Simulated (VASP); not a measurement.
A run of VASP 6.6.1 is set up as follows.

The input INCAR:

```
SYSTEM = HC12
PREC = Accurate
ENCUT = 520
EDIFF = 1E-6
ISMEAR = 0
SIGMA = 0.05
LREAL = Auto
LASPH = .True.
NELM = 80
ALGO = Normal
ISIF = 2
LWAVE = .False.
LCHARG = .False.
LDIPOL = .True.
IDIPOL = 3
DIPOL = 0.5 0.5 0.298
GGA = PE
NBANDS = 68
```

Contents of KPOINTS:

```
Automatic mesh
0
Gamma
  5 5 1
  0 0 0
```

POSCAR

```
HC12
1.0
    5.0509324483      0.0000000000      0.0000000000
    0.0000000000      5.0509324483      0.0000000000
    0.0000000000      0.0000000000     22.3754933530
C H
24 2
Direct
    0.0000000000      0.2500000000      0.1787670080
    0.0000000000      0.7500000000      0.1787670080
    0.5000000000      0.2500000000      0.1787670080
    0.5000000000      0.7500000000      0.1787670080
    0.0000000000      0.0000000000      0.2186716990
    0.0000000000      0.5000000000      0.2186716990
    0.5000000000      0.0000000000      0.2186716990
    0.5000000000      0.5000000000      0.2186716990
    0.2500000000      0.0000000000      0.2585763899
    0.2500000000      0.5000000000      0.2585763899
    0.7500000000      0.0000000000      0.2585763899
    0.7500000000      0.5000000000      0.2585763899
    0.2500000000      0.2500000000      0.2976014419
    0.2500000000      0.7500000000      0.2976014419
    0.7500000000      0.2500000000      0.2976014419
    0.7500000000      0.7500000000      0.2976014419
    0.0000000000      0.2500000000      0.3394883053
    0.0000000000      0.7500000000      0.3394883053
    0.5000000000      0.2500000000      0.3394883053
    0.5000000000      0.7500000000      0.3394883053
    0.0000000000      0.0000000000      0.3743154719
    0.0000000000      0.5000000000      0.3743154719
    0.5000000000      0.0000000000      0.3743154719
    0.5000000000      0.5000000000      0.3743154719
    0.9090266986      0.3750000000      0.5352057791
    1.0909733014      0.3750000000      0.5352057791
```

Potentials or basis: VASP PAW PBE potentials, release 64 (C, H).

Run with:

```console
$ cat potpaw_PBE.64/C/POTCAR potpaw_PBE.64/H/POTCAR > POTCAR
$ mpirun -np 1 vasp_std > vasp.out
```

Problem. Estimate the band gap on the k mesh.

Solution. Zero (band 49 reaches -3.15 eV, above the bottom of band 50 at -3.22 eV).

Problem. Predict the largest force.

Solution. 3.532 eV/Å.

Forces in eV/Å, atoms in the order of the input:
```
C    0.000  0.000  2.224
C    0.000  0.000  2.225
C    0.000  0.000  2.221
C    0.000  0.000  2.221
C    0.000  0.000 -2.618
C    0.000  0.000 -2.617
C    0.000  0.000 -2.609
C    0.000  0.000 -2.609
C    0.004  0.000  0.361
C    0.005  0.000  0.361
C   -0.004  0.000  0.361
C   -0.005  0.000  0.361
C    0.012  0.000  0.008
C    0.010  0.000  0.009
C   -0.012  0.000  0.008
C   -0.010  0.000  0.009
C    0.000 -0.001  0.002
C    0.000  0.001 -0.004
C    0.000  0.001 -0.033
C    0.000 -0.001 -0.027
C    0.000 -0.002  0.033
C    0.000  0.003  0.020
C    0.000  0.002  0.045
C    0.000 -0.001  0.050
H    3.532 -0.001 -0.001
H   -3.532 -0.001 -0.001
```
